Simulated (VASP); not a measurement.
# ReS3 (P4/mmm) in VASP: single point with PBE

Aim: the single point of ReS3 with PBE.

Everything below comes from runs of VASP 6.6.1. Logs are shortened: lines on timing, memory, paths and dates and some standing lists are left out, and cuts for length are marked.

**1. The cell of the first run**

Symmetry: P4/mmm, No. 123, tetragonal system. Conventional cell: a = 2.592 Å, b = 2.592 Å, c = 10.040 Å, α = 90.00°, β = 90.00°, γ = 90.00°. Within 3.2 Å of Re (site symmetry 4/mmm) lie 2 S at 2.43 Å and 4 Re at 2.59 Å. Within 3.2 Å of S (site symmetry 4mm) lie 1 Re at 2.43 Å and 5 S at 2.59 Å. Within 3.4 Å of S (site symmetry 4/mmm) lie 6 S at 2.59 Å.

The cell was generated, and may not be a known phase.

**2. Single point, PBE, collinear spin**

Input file INCAR:

```
PREC = Accurate
ENCUT = 560
EDIFF = 1E-6
ISMEAR = 0
SIGMA = 0.15
LREAL = F
LASPH = T
NELM = 200
ALGO = Normal
ISIF = 2
LWAVE = F
LCHARG = T
ISPIN = 2
MAGMOM = 1 0 0 0
LORBIT = 11
LMAXMIX = 4
GGA = PE
LELF = T
LVHAR = T
NBANDS = 28
GGA_COMPAT = F
```

Input file KPOINTS:

```
regular mesh
0
Gamma
  4 4 2
```

Input file POSCAR:

```
ReS3
1.0
    2.5915670671      0.0000000000      0.0000000000
    0.0000000000      2.5915670671      0.0000000000
    0.0000000000      0.0000000000     10.0398585624
Re S
1 3
Direct
    0.0000000000      0.0000000000      0.5000000000
    0.0000000000      0.0000000000      0.7420731627
    0.0000000000      0.0000000000      0.2579268373
    0.0000000000      0.0000000000      0.0000000000
```

Potentials or basis: VASP PAW PBE potentials, release 64 (Re_sv_GW, S).

Command:

```console
$ cat potpaw_PBE.64/Re_sv_GW/POTCAR potpaw_PBE.64/S/POTCAR > POTCAR
$ mpirun -np 1 vasp_std > vasp.out
```

OUTCAR:

```text
PREC = Accurate
   ENCUT = 560
   EDIFF = 1E-6
   ISMEAR = 0
   LREAL = F
   LASPH = T
   NELM = 200
   ISIF = 2
   ISPIN = 2
   LORBIT = 11
   GGA = PE

 ion  position               nearest neighbor table
   1  0.000  0.000  0.500-   2 2.43   3 2.43
   2  0.000  0.000  0.742-   1 2.43   4 2.59
   3  0.000  0.000  0.258-   1 2.43   4 2.59
   4  0.000  0.000  0.000-   2 2.59   3 2.59

  LATTYP: Found a simple tetragonal cell.
 ALAT       =     2.5915670671
 C/A-ratio  =     3.8740492924

  Lattice vectors:

 A1 = (   2.5915670671,   0.0000000000,   0.0000000000)
 A2 = (   0.0000000000,   2.5915670671,   0.0000000000)
 A3 = (   0.0000000000,   0.0000000000,  10.0398585624)

Analysis of symmetry for initial positions (statically):
=====================================================================
 Subroutine PRICEL returns:
 Original cell was already a primitive cell.

 Routine SETGRP: Setting up the symmetry group for a
 simple tetragonal supercell.

 Subroutine GETGRP returns: Found 16 space group operations
 (whereof 16 operations were pure point group operations)
 out of a pool of 16 trial point group operations.

The static configuration has the point symmetry D_4h.

Analysis of symmetry for dynamics (positions and initial velocities):
=====================================================================
 Subroutine PRICEL returns:
 Original cell was already a primitive cell.

 Routine SETGRP: Setting up the symmetry group for a
 simple tetragonal supercell.

 Subroutine GETGRP returns: Found 16 space group operations
 (whereof 16 operations were pure point group operations)
 out of a pool of 16 trial point group operations.

The dynamic configuration has the point symmetry D_4h.

Analysis of structural, dynamic, and magnetic symmetry:
=====================================================================
 Subroutine PRICEL returns:
 Original cell was already a primitive cell.

 Routine SETGRP: Setting up the symmetry group for a
 simple tetragonal supercell.

 Subroutine GETGRP returns: Found 16 space group operations
 (whereof 16 operations were pure point group operations)
 out of a pool of 16 trial point group operations.

The overall configuration has the point symmetry D_4h.

 Subroutine INISYM returns: Found 16 space group operations
 (whereof 16 operations are pure point group operations),
 and found     1 'primitive' translations

----------------------------------------------------------------------------------------

                                     Primitive cell

  volume of cell :      67.4299

  direct lattice vectors                    reciprocal lattice vectors
     2.591567067  0.000000000  0.000000000     0.385866919  0.000000000  0.000000000
     0.000000000  2.591567067  0.000000000     0.000000000  0.385866919  0.000000000
     0.000000000  0.000000000 10.039858562     0.000000000  0.000000000  0.099602997

  length of vectors
     2.591567067  2.591567067 10.039858562     0.385866919  0.385866919  0.099602997

  position of ions in fractional coordinates (direct lattice)
     0.000000000  0.000000000  0.500000000
     0.000000000  0.000000000  0.742073163
     0.000000000  0.000000000  0.257926837
     0.000000000  0.000000000  0.000000000

  ion indices of the primitive-cell ions
   primitive index   ion index
                 1           1
                 2           2
                 3           3
                 4           4

----------------------------------------------------------------------------------------

 KPOINTS: regular mesh

Automatic generation of k-mesh.
 Grid dimensions read from file:
 generate k-points for:    4    4    2

 Generating k-lattice:

  Cartesian coordinates                     Fractional coordinates (reciprocal lattice)
     0.096466730  0.000000000  0.000000000     0.250000000  0.000000000  0.000000000
     0.000000000  0.096466730  0.000000000     0.000000000  0.250000000  0.000000000
     0.000000000  0.000000000  0.049801498     0.000000000  0.000000000  0.500000000

  Length of vectors
     0.096466730  0.096466730  0.049801498

  Shift w.r.t. Gamma in fractional coordinates (k-lattice)
     0.000000000  0.000000000  0.000000000

 Subroutine IBZKPT returns following result:
 ===========================================

 Found     12 irreducible k-points:

 Following reciprocal coordinates:
            Coordinates               Weight
  0.000000  0.000000  0.000000      1.000000
  0.250000  0.000000  0.000000      4.000000
  0.500000  0.000000  0.000000      2.000000
  0.250000  0.250000  0.000000      4.000000
  0.500000  0.250000  0.000000      4.000000
  0.500000  0.500000  0.000000      1.000000
  0.000000  0.000000  0.500000      1.000000
  0.250000  0.000000  0.500000      4.000000
  0.500000  0.000000  0.500000      2.000000
  0.250000  0.250000  0.500000      4.000000
  0.500000  0.250000  0.500000      4.000000
  0.500000  0.500000  0.500000      1.000000
   k-points           NKPTS =     12   k-points in BZ     NKDIM =     12   number of bands    NBANDS=     28
   number of dos      NEDOS =    301   number of ions     NIONS =      4
   total plane-waves  NPLWV =  32000
   dimension x,y,z NGX =    20 NGY =   20 NGZ =   80
   dimension x,y,z NGXF=    40 NGYF=   40 NGZF=  160
   ions per type =               1   3
   NGX,Y,Z   is equivalent  to a cutoff of  12.83, 12.83, 13.25 a.u.
   NGXF,Y,Z  is equivalent  to a cutoff of  25.66, 25.66, 26.49 a.u.
 SYSTEM =  unknown system
   PREC   = accura    normal or accurate (medium, high low for compatibility)
   ISTART =      0    job   : 0-new  1-cont  2-samecut
   ICHARG =      2    charge: 1-file 2-atom 10-const
   ISPIN  =      2    spin polarized calculation?
   LNONCOLLINEAR =      F non collinear calculations
   LSORBIT =      F    spin-orbit coupling
   LASPH  =      T    aspherical Exc in radial PAW
   ENCUT  =  560.0 eV  41.16 Ry    6.42 a.u.   5.00  5.00 19.37*2*pi/ulx,y,z
   NELM   =    200;   NELMIN=  2; NELMDL= -5     # of ELM steps
   EDIFF  = 0.1E-05   stopping-criterion for ELM
   LREAL  =      F    real-space projection
   EDIFFG = 0.1E-04   stopping-criterion for IOM
   NSW    =      0    number of steps for IOM
   IBRION =     -1    ionic relax: 0-MD 1-quasi-New 2-CG
   NFREE  =      0    steps in history (QN), initial steepest desc. (CG)
   ISIF   =      2    stress and relaxation
   ISYM   =      2    0-nonsym 1-usesym 2-fastsym
   POTIM  = 0.5000    time-step for ionic-motion
   TEBEG  =    0.0;   TEEND  =   0.0 temperature during run
   PSTRESS=    0.0 pullay stress
   NELECT =      33.0000    total number of electrons
   NUPDOWN=      -1.0000    fix difference up-down
   EMIN   =  10.00;   EMAX   =-10.00  energy-range for DOS
   EFERMI =   0.00;   METHOD = LEGACY
   ISMEAR =     0;   SIGMA  =   0.15  broadening in eV -4-tet -1-fermi 0-gaus
   EFERMI_NEDOS =   21; number of points for ismear=-14 and -15
   IALGO  =     38    algorithm
   IMIX   =      4    mixing-type and parameters
     AMIX     =   0.40;   BMIX     =  1.00
     AMIX_MAG =   1.60;   BMIX_MAG =  1.00
  volume/ion in A,a.u.               =      16.86       113.76
  Fermi-wavevector in a.u.,A,eV,Ry     =   1.290116  2.437965 22.645515  1.664398
  Thomas-Fermi vector in A             =   2.421967
   LORBIT       =     11    0 simple, 1 ext, 2 COOP (PROOUT), +10 PAW based schemes
   GGA     = PE    functional components
   LHFCALC =     F    Hartree Fock is set to
   AEXX    =    0.0000 exact exchange contribution
   IVDW    =     0    specifies the selected vdW correction
   LEPSILON=     F    determine dielectric tensor
   LRPA    =     F    only Hartree local field effects (RPA)
 spin polarized calculation
 Gauss-broadening in eV      SIGMA  =   0.15
  energy-cutoff  :      560.00
  volume of cell :       67.43
 maximum number of plane-waves:      2064
   NGX = 11   NGY = 11   NGZ = 39

 number of electron      33.0000000 magnetization       0.0012732

 Free energy of the ion-electron system (eV)
  ---------------------------------------------------
  ext. energy  EPLUGINS =         0.00000000
  ---------------------------------------------------
  free energy    TOTEN  =       -23.99040018 eV

  energy without entropy =      -23.97210732  energy(sigma->0) =      -23.98125375

 E-fermi :   7.8939     XC(G=0): -11.3143

 val. band max:        7.6398427257   @ k =   0.2500   0.0000   0.5000
 cond. band min:       7.9240781835   @ k =   0.2500   0.2500   0.0000
 fundamental gap:      0.2842354578
 Fermi energy:         7.8939098464

 spin component 1

 k-point     1 :       0.0000    0.0000    0.0000
  band No.  band energies     occupation
      1     -72.4718      1.00000
      2     -34.4455      1.00000
      3     -33.6914      1.00000
      4     -33.6914      1.00000
      5      -8.3877      1.00000
      6      -7.6851      1.00000
[... 20 lines left out ...]
     27      17.8505      0.00000
[... 318 lines left out ...]
      5      -2.8630      1.00000
      6      -2.6477      1.00000
[... 20 lines left out ...]
     27      17.1380      0.00000
     28      17.1380      0.00000
 Fermi energy:         7.8939098464

 spin component 2

 k-point     1 :       0.0000    0.0000    0.0000
  band No.  band energies     occupation
      1     -72.4715      1.00000
      2     -34.4450      1.00000
      3     -33.6910      1.00000
      4     -33.6910      1.00000
      5      -8.3877      1.00000
      6      -7.6850      1.00000
[... 20 lines left out ...]
     27      17.8503      0.00000
[... 319 lines left out ...]
      6      -2.6476      1.00000
[... 20 lines left out ...]
     27      17.1382      0.00000
     28      17.1382      0.00000

------------------------ aborting loop because EDIFF is reached ----------------------------------------

  FORCE on cell =-STRESS in cart. coord.  units (eV):
  Direction    XX          YY          ZZ          XY          YZ          ZX
  --------------------------------------------------------------------------------------
  -------------------------------------------------------------------------------------
  Total       -0.1890043     -0.1890043     -0.1798083      0.0000000     -0.0000000     -0.0000000
  in kB       -4.4908622     -4.4908622     -4.2723604      0.0000000     -0.0000000     -0.0000000
  external PRESSURE =      -4.4180283 kB  Pullay stress =       0.0000000 kB

 VOLUME and BASIS-vectors are now :
 -----------------------------------------------------------------------------
  energy-cutoff  :      560.00
  volume of cell :       67.43
      direct lattice vectors                 reciprocal lattice vectors
     2.591567067  0.000000000  0.000000000     0.385866919  0.000000000  0.000000000
     0.000000000  2.591567067  0.000000000     0.000000000  0.385866919  0.000000000
     0.000000000  0.000000000 10.039858562     0.000000000  0.000000000  0.099602997

 POSITION                                       TOTAL-FORCE (eV/Angst)
 -----------------------------------------------------------------------------------
      0.00000      0.00000      5.01993         0.000000     -0.000000     -0.000000
      0.00000      0.00000      7.45031        -0.000000      0.000000     -0.031576
      0.00000      0.00000      2.58955        -0.000000      0.000000      0.031576
      0.00000      0.00000      0.00000         0.000000     -0.000000     -0.000000
 -----------------------------------------------------------------------------------
    total drift:                               -0.000000      0.000000      0.000000

  FREE ENERGIE OF THE ION-ELECTRON SYSTEM (eV)
  ---------------------------------------------------
  free  energy   TOTEN  =       -23.9904001769 eV

  energy  without entropy=      -23.9721073215  energy(sigma->0) =      -23.98125375

 total charge

# of ion       s       p       d       f       tot
--------------------------------------------------
    1        3.621   6.034   4.093   0.058  13.806
    2        1.414   2.126   0.000   0.000   3.540
    3        1.414   2.126   0.000   0.000   3.540
    4        1.437   2.071   0.000   0.000   3.508
--------------------------------------------------
tot          7.887  12.356   4.093   0.058  24.394

 magnetization (x)

# of ion       s       p       d       f       tot
--------------------------------------------------
    1       -0.000   0.000   0.000   0.000   0.000
    2       -0.000   0.000   0.000   0.000   0.000
    3       -0.000   0.000   0.000   0.000   0.000
    4       -0.000  -0.000   0.000   0.000  -0.000
--------------------------------------------------
tot         -0.000  -0.000   0.000   0.000   0.000
```

It took 30 s on 1 thread of Intel Xeon 6975P-C (Granite Rapids), shared host; peak memory 0.22 GiB.

What came out:

```
Free energy                                           : -23.9904 eV
Pressure                                              : -0.4 GPa
Largest force                                         : 0.032 eV/Å
Net moment                                            : 0.00 μB per cell
Valence electrons inside the program's atomic spheres : Re 13.81; S 3.54, 3.51 (each value once)
```

Forces in eV/Å, atoms in the order of the input:
```
Re   0.000  0.000  0.000
S    0.000  0.000 -0.032
S    0.000  0.000  0.032
S    0.000  0.000  0.000
```

Caveat: the k points lie up to 0.61 Å⁻¹ apart; spin-orbit coupling is left out, which moves the levels of the heavy elements.
